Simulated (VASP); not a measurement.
# Ir (Fd-3m) in VASP: notebook, part 2 of 2

VASP 6.6.1. The steps go on from the part before.

## 3. Single point, PBEsol (volume scaled by 0.96)

Contents of INCAR:

```
SYSTEM = Ir
PREC = Accurate ; ENCUT = 520
EDIFF = 1E-7 ; ISMEAR = -1
SIGMA = 0.1 ; LREAL = .FALSE.
LASPH = .TRUE. ; NELM = 80
ALGO = Normal ; ISIF = 2
LWAVE = .FALSE. ; LCHARG = .FALSE.
GGA = PS ; NBANDS = 16
```

Contents of KPOINTS:

```
regular mesh
0
G
  11 11 11
  0 0 0
```

Contents of POSCAR:

```
Ir
1.0
    0.0000000000      2.7169510735      2.7169510735
    2.7169510735      0.0000000000      2.7169510735
    2.7169510735      2.7169510735      0.0000000000
Ir
2
Direct
    0.1250000000      0.1250000000      0.1250000000
    0.8750000000      0.8750000000      0.8750000000
```

Potentials or basis: VASP PAW PBE potentials, release 64 (Ir).

Run with:

```sh
> cat potpaw_PBE.64/Ir/POTCAR > POTCAR
> mpirun -np 1 vasp_std > vasp.out
```

OUTCAR:

```text
SYSTEM = Ir
   PREC = Accurate
   ENCUT = 520
   EDIFF = 1E-7
   ISMEAR = -1
   LREAL = .FALSE.
   LASPH = .TRUE.
   NELM = 80
   ISIF = 2
   GGA = PS

 ion  position               nearest neighbor table
   1  0.125  0.125  0.125-   2 2.35   2 2.35   2 2.35   2 2.35
   2  0.875  0.875  0.875-   1 2.35   1 2.35   1 2.35   1 2.35

  LATTYP: Found a face centered cubic cell.
 ALAT       =     5.4339021470

  Lattice vectors:

 A1 = (   0.0000000000,   2.7169510735,   2.7169510735)
 A2 = (   2.7169510735,   0.0000000000,   2.7169510735)
 A3 = (   2.7169510735,   2.7169510735,   0.0000000000)

Analysis of symmetry for initial positions (statically):
=====================================================================
 Subroutine PRICEL returns:
 Original cell was already a primitive cell.

 Routine SETGRP: Setting up the symmetry group for a
 face centered cubic supercell.

 Subroutine GETGRP returns: Found 48 space group operations
 (whereof 12 operations were pure point group operations)
 out of a pool of 48 trial point group operations.

The static configuration has the point symmetry D_3d.
 The point group associated with its full space group is O_h .

Analysis of symmetry for dynamics (positions and initial velocities):
=====================================================================
 Subroutine PRICEL returns:
 Original cell was already a primitive cell.

 Routine SETGRP: Setting up the symmetry group for a
 face centered cubic supercell.

 Subroutine GETGRP returns: Found 48 space group operations
 (whereof 12 operations were pure point group operations)
 out of a pool of 48 trial point group operations.

The dynamic configuration has the point symmetry D_3d.
 The point group associated with its full space group is O_h .

 Subroutine INISYM returns: Found 48 space group operations
 (whereof 12 operations are pure point group operations),
 and found     1 'primitive' translations

----------------------------------------------------------------------------------------

                                     Primitive cell

  volume of cell :      40.1121

  direct lattice vectors                    reciprocal lattice vectors
     0.000000000  2.716951074  2.716951074    -0.184029814  0.184029814  0.184029814
     2.716951074  0.000000000  2.716951074     0.184029814 -0.184029814  0.184029814
     2.716951074  2.716951074  0.000000000     0.184029814  0.184029814 -0.184029814

  length of vectors
     3.842349056  3.842349056  3.842349056     0.318748988  0.318748988  0.318748988

  position of ions in fractional coordinates (direct lattice)
     0.125000000  0.125000000  0.125000000
     0.875000000  0.875000000  0.875000000

  ion indices of the primitive-cell ions
   primitive index   ion index
                 1           1
                 2           2

----------------------------------------------------------------------------------------

 KPOINTS: regular mesh

Automatic generation of k-mesh.
 Grid dimensions read from file:
 generate k-points for:   11   11   11

 Generating k-lattice:

  Cartesian coordinates                     Fractional coordinates (reciprocal lattice)
    -0.016729983  0.016729983  0.016729983     0.090909091  0.000000000  0.000000000
     0.016729983 -0.016729983  0.016729983     0.000000000  0.090909091  0.000000000
     0.016729983  0.016729983 -0.016729983     0.000000000  0.000000000  0.090909091

  Length of vectors
     0.028977181  0.028977181  0.028977181

  Shift w.r.t. Gamma in fractional coordinates (k-lattice)
     0.000000000  0.000000000  0.000000000

 Subroutine IBZKPT returns following result:
 ===========================================

 Found     56 irreducible k-points:

 Following reciprocal coordinates:
            Coordinates               Weight
  0.000000  0.000000  0.000000      1.000000
  0.090909  0.000000  0.000000      8.000000
  0.181818  0.000000  0.000000      8.000000
  0.272727  0.000000  0.000000      8.000000
  0.363636  0.000000  0.000000      8.000000
  0.454545  0.000000  0.000000      8.000000
[... 16 lines left out ...]
 -0.272727  0.181818  0.000000     24.000000
 -0.181818  0.181818  0.000000     12.000000
 [... further k-points ...]
   k-points           NKPTS =     56   k-points in BZ     NKDIM =     56   number of bands    NBANDS=     16
   number of dos      NEDOS =    301   number of ions     NIONS =      2
   total plane-waves  NPLWV =  27000
   dimension x,y,z NGX =    30 NGY =   30 NGZ =   30
   dimension x,y,z NGXF=    60 NGYF=   60 NGZF=   60
   ions per type =               2
   NGX,Y,Z   is equivalent  to a cutoff of  12.98, 12.98, 12.98 a.u.
   NGXF,Y,Z  is equivalent  to a cutoff of  25.96, 25.96, 25.96 a.u.
 SYSTEM =  Ir
   PREC   = accura    normal or accurate (medium, high low for compatibility)
   ISTART =      0    job   : 0-new  1-cont  2-samecut
   ICHARG =      2    charge: 1-file 2-atom 10-const
   ISPIN  =      1    spin polarized calculation?
   LNONCOLLINEAR =      F non collinear calculations
   LSORBIT =      F    spin-orbit coupling
   LASPH  =      T    aspherical Exc in radial PAW
   ENCUT  =  520.0 eV  38.22 Ry    6.18 a.u.   7.14  7.14  7.14*2*pi/ulx,y,z
   NELM   =     80;   NELMIN=  2; NELMDL= -5     # of ELM steps
   EDIFF  = 0.1E-06   stopping-criterion for ELM
   LREAL  =      F    real-space projection
   EDIFFG = 0.1E-05   stopping-criterion for IOM
   NSW    =      0    number of steps for IOM
   IBRION =     -1    ionic relax: 0-MD 1-quasi-New 2-CG
   NFREE  =      0    steps in history (QN), initial steepest desc. (CG)
   ISIF   =      2    stress and relaxation
   ISYM   =      2    0-nonsym 1-usesym 2-fastsym
   POTIM  = 0.5000    time-step for ionic-motion
   TEBEG  =    0.0;   TEEND  =   0.0 temperature during run
   PSTRESS=    0.0 pullay stress
   NELECT =      18.0000    total number of electrons
   NUPDOWN=      -1.0000    fix difference up-down
   EMIN   =  10.00;   EMAX   =-10.00  energy-range for DOS
   EFERMI =   0.00;   METHOD = LEGACY
   ISMEAR =    -1;   SIGMA  =   0.10  broadening in eV -4-tet -1-fermi 0-gaus
   EFERMI_NEDOS =   21; number of points for ismear=-14 and -15
   IALGO  =     38    algorithm
   IMIX   =      4    mixing-type and parameters
     AMIX     =   0.40;   BMIX     =  1.00
     AMIX_MAG =   1.60;   BMIX_MAG =  1.00
  volume/ion in A,a.u.               =      20.06       135.34
  Fermi-wavevector in a.u.,A,eV,Ry     =   1.253354  2.368496 21.373351  1.570897
  Thomas-Fermi vector in A             =   2.387211
   LORBIT       =      0    0 simple, 1 ext, 2 COOP (PROOUT), +10 PAW based schemes
   GGA     = PS    functional components
   LHFCALC =     F    Hartree Fock is set to
   AEXX    =    0.0000 exact exchange contribution
   IVDW    =     0    specifies the selected vdW correction
   LEPSILON=     F    determine dielectric tensor
   LRPA    =     F    only Hartree local field effects (RPA)
 non-spin polarized calculation
  energy-cutoff  :      520.00
  volume of cell :       40.11
 maximum number of plane-waves:      1092
 NGX is ok and might be reduce to    30
   NGX = 15   NGY = 15   NGZ = 15

 number of electron      18.0000001 magnetization

 Free energy of the ion-electron system (eV)
  ---------------------------------------------------
  ext. energy  EPLUGINS =         0.00000000
  ---------------------------------------------------
  free energy    TOTEN  =       -17.24393218 eV

  energy without entropy =      -17.18383278  energy(sigma->0) =      -17.21388248

 E-fermi :   5.8950     XC(G=0): -11.7182

 val. band max:        5.8425807232   @ k =  -0.2727   0.2727   0.0000
 cond. band min:       5.8976134639   @ k =  -0.4545   0.2727   0.0000
 fundamental gap:      0.0550327407
 Fermi energy:         5.8950428487

 k-point     1 :       0.0000    0.0000    0.0000
  band No.  band energies     occupation
      1      -2.6649      2.00000
      2       0.3462      2.00000
      3       0.3462      2.00000
      4       0.8516      2.00000
      5       0.8516      2.00000
      6       0.8516      2.00000
[... 8 lines left out ...]
     15      18.5779      0.00000
     16      18.5779      0.00000
[... 419 lines left out ...]
 k-point    24 :      -0.1818    0.1818    0.0000
  band No.  band energies     occupation
      1      -1.2163      2.00000
      2      -0.1650      2.00000
      3       0.4984      2.00000
      4       0.5030      2.00000
      5       1.0393      2.00000
      6       1.9060      2.00000
[... 8 lines left out ...]
     15      16.7259      0.00000
     16      18.6750      0.00000

 [... further k-points ...]

------------------------ aborting loop because EDIFF is reached ----------------------------------------

  FORCE on cell =-STRESS in cart. coord.  units (eV):
  Direction    XX          YY          ZZ          XY          YZ          ZX
  --------------------------------------------------------------------------------------
  -------------------------------------------------------------------------------------
  Total        2.1484372      2.1484372      2.1484372      0.0000000     -0.0000000      0.0000000
  in kB       85.8139314     85.8139314     85.8139314      0.0000000     -0.0000000      0.0000000
  external PRESSURE =      85.8139314 kB  Pullay stress =       0.0000000 kB

 VOLUME and BASIS-vectors are now :
 -----------------------------------------------------------------------------
  energy-cutoff  :      520.00
  volume of cell :       40.11
      direct lattice vectors                 reciprocal lattice vectors
     0.000000000  2.716951074  2.716951074    -0.184029814  0.184029814  0.184029814
     2.716951074  0.000000000  2.716951074     0.184029814 -0.184029814  0.184029814
     2.716951074  2.716951074  0.000000000     0.184029814  0.184029814 -0.184029814

 POSITION                                       TOTAL-FORCE (eV/Angst)
 -----------------------------------------------------------------------------------
      0.67924      0.67924      0.67924         0.000000      0.000000      0.000000
      4.75466      4.75466      4.75466        -0.000000     -0.000000     -0.000000
 -----------------------------------------------------------------------------------
    total drift:                               -0.000000      0.000000      0.000000

  FREE ENERGIE OF THE ION-ELECTRON SYSTEM (eV)
  ---------------------------------------------------
  free  energy   TOTEN  =       -17.2439321774 eV

  energy  without entropy=      -17.1838327826  energy(sigma->0) =      -17.21388248
```

stdout:

```text
POSCAR found type information on POSCAR Ir
 POSCAR found :  1 types and       2 ions
 scaLAPACK will be used
 -----------------------------------------------------------------------------
|                                                                             |
|                                                                             |
|     You enforced a specific xc type in the INCAR file but a different       |
|     I HOPE YOU KNOW WHAT YOU ARE DOING!                                     |
|                                                                             |
 -----------------------------------------------------------------------------

 LDA part: xc-table for (Slater+PW92), standard interpolation
 POSCAR, INCAR and KPOINTS ok, starting setup
 FFT: planning ... GRIDC
 FFT: planning ... GRID_SOFT
 FFT: planning ... GRID
 WAVECAR not read
 entering main loop
```

It took 20 s on 1 thread of AMD EPYC 9R45 (Zen 5), shared host; peak memory 0.15 GiB.

Results:

```
Free energy            : -17.2439 eV
Pressure               : 8.6 GPa
Band gap on the k mesh : zero (band 9 reaches 7.01 eV, above the bottom of band 10 at 5.40 eV)
```

Levels at points of the mesh, in eV from the Fermi level:
```
           k point  band 6  band 7  band 8  band 9  band 10  band 11  band 12  band 13
(0.00, 0.00, 0.00)   -5.04   -1.90   -1.90   -1.90     0.97     0.97    11.09    11.12
```

Caveat: the cell differs from its parent crystal (volume scaled by 0.96); the PAW data sets were made with another functional, which shifts forces and pressure a little; spin-orbit coupling is left out, which moves the levels of the heavy elements.

## 4. Single point, PBEsol

This run uses another cell than the first one, of 20.89 Å³/atom, 1.087 times its volume.

Contents of INCAR:

```
  PREC = Accurate
  ENCUT = 520
  EDIFF = 1E-6
  ISMEAR = -1
  SIGMA = 0.1
  LREAL = F
  LASPH = T
  NELM = 100
  ALGO = Normal
  ISIF = 2
  LWAVE = F
  LCHARG = F
  GGA = PS
  NBANDS = 16
```

Contents of KPOINTS:

```
Automatic mesh
0
Gamma
  11 11 11
```

Contents of POSCAR:

```
Ir
1.0
    0.0000000000      2.7541742068      2.7541742068
    2.7541742068      0.0000000000      2.7541742068
    2.7541742068      2.7541742068      0.0000000000
Ir
2
Direct
    0.1250000000      0.1250000000      0.1250000000
    0.8750000000      0.8750000000      0.8750000000
```

Run with:

```sh
> cat potpaw_PBE.64/Ir/POTCAR > POTCAR
> mpirun -np 1 vasp_std > vasp.out
```

Wall time 18 s (1 thread of AMD EPYC 9R45 (Zen 5), shared host); peak memory 0.16 GiB.

Results (log left out):

- Free energy: -17.2850 eV
- Pressure: -0.5 GPa
- Band gap on the k mesh: zero (band 9 reaches 6.41 eV, above the bottom of band 10 at 4.91 eV)

Levels at points of the mesh, in eV from the Fermi level:
| k point | band 7 | band 8 | band 9 | band 10 | band 11 | band 12 |
| --- | --- | --- | --- | --- | --- | --- |
| (0.00, 0.00, 0.00) | -1.81 | -1.81 | -1.81 | 0.87 | 0.87 | 10.91 |

Caveat: the PAW data sets were made with another functional, which shifts forces and pressure a little; spin-orbit coupling is left out, which moves the levels of the heavy elements.

## 5. Overview

| cell | gap on the mesh (eV) | pressure (GPa) |
| --- | --- | --- |
| a = 3.788 Å, angles 60.0°, 2 atoms | none | 19.9 |
| a = 3.842 Å, angles 60.0°, 2 atoms | none | 8.6 |
| a = 3.895 Å, angles 60.0°, 2 atoms | none | -0.5 |

Alike in all rows: task single point; level PBEsol; potentials or basis VASP PAW PBE potentials, release 64 (Ir); no spin polarisation; k mesh 11 × 11 × 11; cutoff (eV) 520; smearing fermi-dirac 0.1 eV.

Caveats: the PAW data sets were made with another functional, which shifts forces and pressure a little; spin-orbit coupling is left out, which moves the levels of the heavy elements.

Absolute energies hang on the potentials; compare differences alone.
